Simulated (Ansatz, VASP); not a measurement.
One calculation of AlN, two programs

POSCAR

```
AlN
1.0
    3.1107606290      0.0000000000      0.0000000000
   -1.5553803145      2.6939977298      0.0000000000
    0.0000000000      0.0000000000      4.9787706144
Al N
2 2
Direct
    0.3333333333      0.6666666667      0.0015708995
    0.6666666667      0.3333333333      0.5015708995
    0.3333333333      0.6666666667      0.3834291005
    0.6666666667      0.3333333333      0.8834291005
```

Contents of INCAR.step1:

```
  ALGO = Normal
  EDIFF = 1E-5
  ENCUT = 520
  GGA = PE
  ISIF = 2
  ISMEAR = 0
  LASPH = T
  LREAL = F
  LWAVE = T
  NBANDS = 16
  NELM = 80
  PREC = Accurate
  SIGMA = 0.05
```

Contents of INCAR.step2:

```
  AEXX = 0.35
  ALGO = Normal
  EDIFF = 1E-6
  ENCUT = 520
  GGA = PE
  HFSCREEN = 0.20787
  ISIF = 2
  ISMEAR = 0
  ISTART = 1
  LASPH = T
  LCHARG = T
  LELF = T
  LHFCALC = T
  LREAL = F
  LVHAR = T
  LWAVE = F
  NBANDS = 16
  NELM = 80
  PREC = Accurate
  PRECFOCK = Normal
  SIGMA = 0.05
```

File KPOINTS:

```
k-points
0
Gamma
  6 6 4
```

Input for Ansatz:

```yaml
crystal:
  lattice:
    - [3.110760629, 0.0, 0.0]
    - [-1.5553803145, 2.6939977298, 0.0]
    - [0.0, 0.0, 4.9787706144]
  atoms:
    - { symbol: Al, position: [0.3333333333, 0.6666666667, 0.0015708995] }
    - { symbol: Al, position: [0.6666666667, 0.3333333333, 0.5015708995] }
    - { symbol: "N", position: [0.3333333333, 0.6666666667, 0.3834291005] }
    - { symbol: "N", position: [0.6666666667, 0.3333333333, 0.8834291005] }
basis:
  ecutwfc: 420
  ecutrho_ratio: 4
kpoints:
  mp_grid: { grid: [6, 6, 4] }
hamiltonian:
  xc: { preset: hse06, exx: { coeff: 0.35, omega: 0.20787 } }
scf:
  occupations: { method: gaussian, width: 0.05 }
  n_extra_bands: 11
output:
  forces: true
  stress: true
  eigenvalues: true
  populations: true
  dos: { projected: true, de: 0.02 }
  write_density: true
  write_potential: true
  elf: true
  volumetric_format: npy
```

Alike in both runs: task single point; functional PBE-based screened hybrid; k mesh 6 × 6 × 4; occupations gaussian, width 0.05 eV; no spin polarisation.

```csv
,VASP,Ansatz
version,VASP 6.6.1,Ansatz 0.2.0
potentials or method,"VASP PAW PBE potentials, release 64 (Al, N), cutoff 520 eV","scalar-relativistic, plane waves, PAW"
valence electrons in the cell,16,16
```

Ansatz gave:

| Quantity | Value |
| --- | --- |
| gap on the k mesh at the Fermi level (eV) | 6.13 |
| least direct gap on the mesh (eV) | 6.13 |
| pressure (GPa) | -3.2 |
| traceless stress, the component that is largest in VASP (GPa) | 0.05 |
| rms of the force components (eV/Å) | 0.003 |

Problem. Which values does VASP return?

Solution. gap on the k mesh at the Fermi level (eV): 6.12; least direct gap on the mesh (eV): 6.12; pressure (GPa): -3.4; traceless stress, the component that is largest in VASP (GPa): 0.18; rms of the force components (eV/Å): 0.001.

VASP's potentials were made for PBE, not for PBE-based screened hybrid. Atom by atom the forces differ by 0.002 eV/Å (rms over components). Ansatz's warnings: stress exchange threshold loose, stress scf threshold loose.
